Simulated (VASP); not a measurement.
Crystal: Mg.

```
CELL_PARAMETERS angstrom
3.20930 0.00000 0.00000
-1.60465 2.77934 0.00000
0.00000 0.00000 5.21030
ATOMIC_POSITIONS crystal
Mg 0.66667 0.33333 0.75000
Mg 0.33333 0.66667 0.25000
```

```yaml
Program: VASP 6.6.1
Task: relaxation of cell and atoms
Functional: revPBE
Dispersion: D3(BJ)
Potentials_or_basis: VASP PAW PBE potentials, release 64 (Mg)
Cutoff: 600 eV
k_mesh: 10 × 10 × 5
Occupations: fermi-dirac, width 0.05 eV
Spin: no spin polarisation
```

At the start: pressure -3.3 GPa; volume 23.24 Å³/atom.

Q: How do energy, volume and symmetry change on relaxing?

A: Over 10 steps the energy falls by 24.4 meV/atom and the volume is 21.20 Å³/atom (-8.8 %); space group P6_3/mmc (No. 194, to 0.1 Å) before and after.

Step by step:
| step | energy change (eV) | largest force (eV/Å) | pressure (GPa) | volume (Å³) |
| --- | --- | --- | --- | --- |
| 1 | 0.0000 | 0.0000 | -3.25 | 46.47 |
| 2 | -0.0437 | 0.0000 | -0.97 | 43.37 |
| 3 | -0.0473 | 0.0000 | -0.01 | 42.35 |
| 4 | -0.0474 | 0.0000 | 0.07 | 42.27 |
| 5 | -0.0481 | 0.0000 | 0.08 | 42.28 |
| 6 | -0.0485 | 0.0000 | 0.08 | 42.33 |
| 7 | -0.0488 | 0.0000 | 0.08 | 42.31 |
| 8 | -0.0488 | 0.0000 | 0.08 | 42.31 |
| 9 | -0.0488 | 0.0000 | 0.08 | 42.31 |
| 10 | -0.0489 | 0.0000 | -0.01 | 42.41 |

Final structure:
```xyz
2
Lattice="3.0853 0.0000 0.0000 -1.5427 2.6720 0.0000 0.0000 0.0000 5.1439" Properties=species:S:1:pos:R:3 pbc="T T T"
Mg    1.5427    0.8907    3.8579
Mg    0.0000    1.7813    1.2860
```

Caveat: the PAW data sets were made with another functional, which shifts forces and pressure a little.
